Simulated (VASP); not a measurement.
Input of a VASP 6.6.1 run:

The input INCAR:

```
SYSTEM = H
  PREC = Accurate
  ENCUT = 520
  EDIFF = 1E-6
  ISMEAR = -1
  SIGMA = 0.05
  LREAL = Auto
  LASPH = .TRUE.
  NELM = 100
  ALGO = Normal
  ISIF = 2
  LWAVE = .FALSE.
  LCHARG = .FALSE.
  GGA = PE
  IVDW = 12
  NBANDS = 30
```

Contents of KPOINTS:

```
Automatic mesh
0
G
  1 1 1
  0 0 0
```

The input POSCAR:

```
H
1.0
    7.1137870000      0.0000000000      0.0000000000
    0.0000000000      7.1137870000      0.0000000000
    0.0000000000      0.0000000000      7.1137870000
H
24
Direct
    0.1027125648      0.5422395891      0.6065042019
    0.0923643054      0.5031330189      0.5085704619
    0.8773634863      0.9561949182      0.1873915987
    0.9427868524      0.8821552378      0.1485502083
    0.4301063736      0.4712571619      0.6200535756
    0.4869515732      0.4103158154      0.5543065915
    0.8373245352      0.6347342744      0.8864075609
    0.9083593780      0.6678557057      0.8142446404
    0.9504568125      0.2399163920      0.4162725258
    0.9530022708      0.2491317126      0.3105106184
    0.1089057764      0.9360974710      0.5763991029
    0.0089725268      0.9189490722      0.5443992011
    0.2325139214      0.1712700272      0.0598186604
    0.1451541494      0.1779361952     -0.0002594936
    0.3486782190      0.5557297138      0.9341893008
    0.2649119600      0.4991284125      0.9006749973
    0.4148080557      0.9116618579      0.9630879281
    0.4314771151      0.8968616818      0.8593554427
    0.6528870986      0.3046305567      0.9995122492
    0.6757233368      0.3393304632      0.9013494390
    0.5252254061      0.7451948827      0.3275813300
    0.5150516494      0.7319263603      0.2229109332
    0.4449477550      0.3981940433      0.2875377741
    0.4221547781      0.3712029360      0.1875661512
```

Potentials or basis: VASP PAW PBE potentials, release 64 (H).

Command:

```bash
$ cat potpaw_PBE.64/H/POTCAR > POTCAR
$ mpirun -np 1 vasp_gam > vasp.out
```

(1) Predict the largest force.

(2) Predict the dispersion energy per atom.

(3) Estimate the pressure.

## Answers

(1) 0.284 eV/Å.

(2) -0.015 eV.

(3) 0.0 GPa.

Caveat: the k points lie up to 0.88 Å⁻¹ apart.
